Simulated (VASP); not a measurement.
Cs2Rb: single point with PBE

The system is Cs2Rb.

```
Cs Rb
1.0
     4.58157    0.00000    0.00000
    -2.29078    3.96775    0.00000
     0.00000    0.00000   22.44509
Cs Rb
4 2
Direct
  0.33333 0.66667 0.75000
  0.33333 0.66667 0.08333
  0.66667 0.33333 0.91667
  0.66667 0.33333 0.25000
  0.33333 0.66667 0.41667
  0.66667 0.33333 0.58333
```

```yaml
Program: VASP 6.6.1
Task: single point
Functional: PBE
Potentials_or_basis: VASP PAW PBE potentials, release 64 (Cs_sv, Rb_sv)
Cutoff: 520 eV
k_mesh: 6 × 6 × 1
Occupations: gaussian, width 0.1 eV
Spin: no spin polarisation
```

The pressure is 2.0 GPa, the largest force is 0.084 eV/Å and the band gap on the k mesh is zero (bands 27 and 28 overlap by 1.55 eV).

Forces on the atoms (eV/Å):
```
Cs   0.000  0.000 -0.060
Cs   0.000  0.000 -0.009
Cs   0.000  0.000  0.009
Cs   0.000  0.000  0.060
Rb   0.000  0.000  0.084
Rb   0.000  0.000 -0.084
```

Stress tensor (GPa, compression positive):
```
2.07 0.00 0.00
0.00 2.07 0.00
0.00 0.00 1.99
```

Levels at points of the mesh, in eV from the Fermi level:
```csv
k point,band 23,band 24,band 25,band 26,band 27,band 28,band 29,band 30,band 31,band 32
"(0.00, 0.00, 0.00)",-10.30,-10.30,-2.25,-1.78,-1.76,-0.76,-0.73,-0.21,1.25,1.62
"(0.50, 0.00, 0.00)",-10.45,-10.40,-0.25,-0.21,-0.05,0.04,0.23,0.29,0.66,1.03
```

Wall time 2.3 min on 1 thread of Intel(R) Xeon(R) Platinum 8259CL CPU @ 2.50GHz (Skylake/Cascade Lake) (shared host), peak memory 0.53 GiB.

Caveat: spin-orbit coupling is left out, which moves the levels of the heavy elements.
